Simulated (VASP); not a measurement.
## KF: single point with PBE

KF:

```
K F
1.0
     0.00000    2.71054    2.30396
     2.66310    0.00000    2.30396
     2.66310    2.71054    0.00000
K F
1 1
Direct
  0.00000 0.00000 0.00000
  0.50000 0.50000 0.50000
```

This cell differs from its parent crystal: normal strain along x -0.0175, normal strain along z -0.1500.

| Property | Result |
| --- | --- |
| Program | VASP 6.6.1 |
| Task | single point |
| Functional | PBE |
| Potentials or basis | VASP PAW PBE potentials, release 64 (K_sv, F) |
| Cutoff | 520 eV |
| k mesh | 8 × 8 × 8 |
| Occupations | gaussian, width 0.05 eV |
| Spin | no spin polarisation |

| Item | Value |
| --- | --- |
| Pressure | 12.1 GPa |
| Band gap on the k mesh | 6.27 eV (least direct gap 6.30 eV) |

Stress tensor (GPa, compression positive):
```
 4.60  0.00  0.00
 0.00  3.28  0.00
 0.00  0.00 28.36
```

Levels at points of the mesh, in eV from the valence-band top:
```
           k point  band 6  band 7  band 8  band 9  band 10  band 11
(0.00, 0.00, 0.00)   -0.62   -0.59   -0.03    6.27    10.35    10.47
(0.50, 0.00, 0.00)   -1.45   -1.03   -0.99    9.11    11.12    11.88
(0.50, 0.50, 0.00)   -0.62   -0.59   -0.02    7.44    10.95    13.40
(0.50, 0.00, 0.50)   -0.76   -0.63   -0.01    8.19    10.55    11.86
(0.00, 0.50, 0.50)   -0.71   -0.66    0.00    8.15    10.49    12.02
```

Wall time 22 s on 1 thread of Intel(R) Xeon(R) 6975P-C (Granite Rapids), with other jobs on the host, peak memory 0.18 GiB.

Caveat: the cell differs from its parent crystal (normal strain along x -0.0175, normal strain along z -0.1500); the cell stands under pressure. A k mesh can miss the band edges.
